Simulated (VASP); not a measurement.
Input of a VASP 6.6.1 run:

The input INCAR:

```
PREC = Accurate
ENCUT = 600
EDIFF = 1E-6
ISMEAR = 0
SIGMA = 0.1
LREAL = F
LASPH = T
NELM = 120
ALGO = Normal
ISIF = 2
LWAVE = F
LCHARG = F
GGA = PE
NBANDS = 40
GGA_COMPAT = F
```

KPOINTS

```
regular mesh
0
Gamma
  6 6 2
```

Contents of POSCAR:

```
HfAl5N6
1.0
    2.9310156173      0.0000000000      0.0000000000
   -1.4655078086      2.5383339834      0.0000000000
    0.0000000000      0.0000000000     14.5919254341
Hf Al N
1 5 6
Direct
    0.0000000000      0.0000000000      0.5000000000
    0.3333333333      0.6666666667      0.8393299887
    0.6666666667      0.3333333333      0.6783309957
    0.3333333333      0.6666666667      0.3216690043
    0.6666666667      0.3333333333      0.1606700113
    0.0000000000      0.0000000000      0.0000000000
    0.0000000000      0.0000000000      0.7590952056
    0.3333333333      0.6666666667      0.6011591736
    0.6666666667      0.3333333333      0.3988408264
    0.0000000000      0.0000000000      0.2409047944
    0.3333333333      0.6666666667      0.0803169381
    0.6666666667      0.3333333333      0.9196830619
```

Potentials or basis: VASP PAW PBE potentials, release 64 (Hf_pv, Al, N).

Command:

```sh
$ cat potpaw_PBE.64/Hf_pv/POTCAR potpaw_PBE.64/Al/POTCAR potpaw_PBE.64/N/POTCAR > POTCAR
$ mpirun -np 1 vasp_std > vasp.out
```

(1) What does it give for the largest force?

(2) Estimate the pressure.

Answers

(1) 0.108 eV/Å.

(2) -0.8 GPa.

Caveat: the k points lie up to 0.41 Å⁻¹ apart, too coarse for converged energies and pressures of a metal.
